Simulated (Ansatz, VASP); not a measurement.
# Zr in VASP and in Ansatz

File INCAR:

```
PREC = Accurate
ENCUT = 520
EDIFF = 1E-6
ISMEAR = 0
SIGMA = 0.15
LREAL = F
LASPH = T
NELM = 80
ALGO = Fast
ISIF = 2
LWAVE = F
LCHARG = T
GGA = PS
LELF = T
LVHAR = T
NBANDS = 19
```

KPOINTS

```
Automatic mesh
0
Gamma
  18 18 10
```

The input POSCAR:

```
Zr
1.0
    3.2804781959      0.0000000000      0.0000000000
   -1.6402390979      2.8409774542      0.0000000000
    0.0000000000      0.0000000000      4.9925900000
Zr
2
Direct
    0.3333333333      0.6666666667      0.2500000000
    0.6666666667      0.3333333333      0.7500000000
```

Input for Ansatz:

```yaml
crystal:
  lattice:
    - [3.2804781959, 0.0, 0.0]
    - [-1.6402390979, 2.8409774542, 0.0]
    - [0.0, 0.0, 4.99259]
  atoms:
    - { symbol: Zr, position: [0.3333333333, 0.6666666667, 0.25] }
    - { symbol: Zr, position: [0.6666666667, 0.3333333333, 0.75] }
basis:
  ecutwfc: 420
kpoints:
  mp_grid: { grid: [18, 18, 10] }
hamiltonian:
  xc: pbesol
scf:
  occupations: { method: gaussian, width: 0.15 }
output:
  forces: true
  stress: true
  eigenvalues: true
```

Change from the starting cell: strain +0.015 along x and y, -0.030 along z, atoms carried along.

Alike in both runs: task single point; functional PBEsol; k mesh 18 × 18 × 10; occupations gaussian, width 0.15 eV; no spin polarisation.

```csv
,VASP,Ansatz
version,VASP 6.6.1,Ansatz 0.2.0
potentials or method,"VASP PAW PBE potentials, release 64 (Zr_sv), cutoff 520 eV","scalar-relativistic, plane waves, PAW"
valence electrons in the cell,24,24
```

VASP gave:

```
gap on the k mesh at the Fermi level (eV)                     : none
pressure (GPa)                                                : -2.9
traceless stress, the component that is largest in VASP (GPa) : 3.07
```

Estimate Ansatz's values.

gap on the k mesh at the Fermi level (eV): none; pressure (GPa): -3.0; traceless stress, the component that is largest in VASP (GPa): 3.06.

VASP's potentials were made for PBE, not for PBEsol. A gap of «none» marks a metal or a gap that the smearing closes.
